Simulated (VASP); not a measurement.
Here is a VASP 6.6.1 calculation.

Contents of INCAR:

```
SYSTEM = Na
PREC = Accurate
ENCUT = 520
EDIFF = 1E-6
ISMEAR = 0
SIGMA = 0.15
LREAL = .False.
LASPH = .True.
NELM = 100
ALGO = Normal
ISIF = 2
LWAVE = .False.
LCHARG = .True.
GGA = PS
LELF = .True.
LVHAR = .True.
NBANDS = 10
```

The input KPOINTS:

```
regular mesh
0
Gamma
  16 16 16
  0 0 0
```

Contents of POSCAR:

```
Na
1.0
   -1.9567500000      1.9567500000      2.5685500000
    1.9567500000     -1.9567500000      2.5685500000
    1.9567500000      1.9567500000     -2.5685500000
Na
1
Direct
    0.0000000000      0.0000000000      0.0000000000
```

Potentials or basis: VASP PAW PBE potentials, release 64 (Na_pv).

The run is started by

```sh
$ cat potpaw_PBE.64/Na_pv/POTCAR > POTCAR
$ mpirun -np 1 vasp_std > vasp.out
```

(1) What does it give for the pressure?

Answers

(1) -0.6 GPa.

Caveat: the PAW data sets were made with another functional, which shifts forces and pressure a little.
